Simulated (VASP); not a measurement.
Write the native input for VASP 6.6.1 that does the following.

```
Task                   : relaxation of cell and atoms
Functional             : PBE
Potentials or basis    : VASP PAW PBE potentials, release 64 (Zr_sv, Cd, F)
Cutoff                 : 600 eV
k mesh                 : 10 × 10 × 10
Occupations            : gaussian, width 0.02 eV
Spin                   : no spin polarisation
Dipole correction      : no
Further INCAR settings : ALGO = Normal; EDIFF = 1e-06; IBRION = 2; EDIFFG = -0.01; NSW = 100; ISIF = 3
```

The structure of ZrCdF4 lies in POSCAR:

```
ZrCdF4
1.0
    0.0000000000      3.3215929872      3.3215929872
    3.3215929872      0.0000000000      3.3215929872
    3.3215929872      3.3215929872      0.0000000000
Zr Cd F
1 1 4
Direct
    0.0000000000      0.0000000000      0.0000000000
    0.7500000000      0.7500000000      0.7500000000
    0.3743477039      0.3743477039      0.8769568883
    0.3743477039      0.3743477039      0.3743477039
    0.8769568883      0.3743477039      0.3743477039
    0.3743477039      0.8769568883      0.3743477039
```

One way to write it, as run:

INCAR

```
SYSTEM = ZrCdF4
ALGO     = Normal         ! electronic algorithm
EDIFF    = 1E-6           ! SCF threshold, eV
EDIFFG   = -0.01          ! ionic threshold
ENCUT    = 600            ! plane-wave cutoff, eV
GGA      = PE             ! functional
IBRION   = 2              ! ionic algorithm
ISIF     = 3              ! what is computed and relaxed
ISMEAR   = 0              ! smearing method
LASPH    = .True.         ! aspherical terms in the spheres
LCHARG   = .False.        ! write CHGCAR
LREAL    = .False.        ! projectors in reciprocal space
LWAVE    = .False.        ! write WAVECAR
NELM     = 100            ! most SCF steps
NSW      = 100            ! ionic steps
PREC     = Accurate       ! precision mode
SIGMA    = 0.02           ! smearing width, eV
```

KPOINTS

```
k-points
0
Gamma
  10 10 10
  0 0 0
```

Potentials or basis: VASP PAW PBE potentials, release 64 (Zr_sv, Cd, F).

The run is started by

```console
$ cat potpaw_PBE.64/Zr_sv/POTCAR potpaw_PBE.64/Cd/POTCAR potpaw_PBE.64/F/POTCAR > POTCAR
$ mpirun -np 1 vasp_std > vasp.out
```

It gave:

| Property | Result |
| --- | --- |
| Relaxed volume | 12.21 Å³/atom |
| Relaxed cell | a = 4.696 Å, b = 4.696 Å, c = 4.696 Å, α = 60.00°, β = 60.00°, γ = 60.00° |
| Space group after relaxing (to 0.05 Å) | F-43m (No. 216) |
| Energy gained by relaxing | 0.0 meV/atom |
| Ionic steps | 2 |
| Pressure after relaxing | 0.0 GPa |
| Band gap on the k mesh | 0.59 eV, indirect (least direct gap 0.79 eV) |

Wall time 5.2 min on 1 thread of Intel(R) Xeon(R) Platinum 8259CL CPU @ 2.50GHz (Skylake/Cascade Lake), on a shared host, peak memory 0.34 GiB.
